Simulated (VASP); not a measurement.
Wanted: the native input for a VASP 6.6.1 run.

```
Task                   : single point
Functional             : LDA
Potentials or basis    : VASP PAW LDA potentials, release 64 (Al)
Cutoff                 : 520 eV
k mesh                 : 28 × 28 × 28
Occupations            : fermi-dirac, width 0.08 eV
Spin                   : no spin polarisation
Dipole correction      : no
Further INCAR settings : ALGO = Normal; EDIFF = 1e-06; NBANDS = 8
```

The structure of Al lies in POSCAR:

```
Al
1.0
   -1.3447452316      1.3447452316      1.3447452316
    1.3447452316     -1.3447452316      1.3447452316
    1.3447452316      1.3447452316     -1.3447452316
Al
1
Direct
    0.0000000000      0.0000000000      0.0000000000
```

One way to write it, as run:

INCAR

```
PREC = Accurate
ENCUT = 520
EDIFF = 1E-6
ISMEAR = -1
SIGMA = 0.08
LREAL = F
LASPH = T
NELM = 60
ALGO = Normal
ISIF = 2
LWAVE = F
LCHARG = F
GGA = CA
NBANDS = 8
```

KPOINTS

```
Automatic mesh
0
Gamma
  28 28 28
```

Potentials or basis: VASP PAW LDA potentials, release 64 (Al).

Launch:

```console
$ cat potpaw_LDA.64/Al/POTCAR > POTCAR
$ mpirun -np 1 vasp_std > vasp.out
```

Results of the run:

```json
{"Pressure": "112.6 GPa"}
```

Run time: 18 s on 1 thread of AMD EPYC 9R45 (Zen 5), with other jobs on the host, peak memory 0.11 GiB.
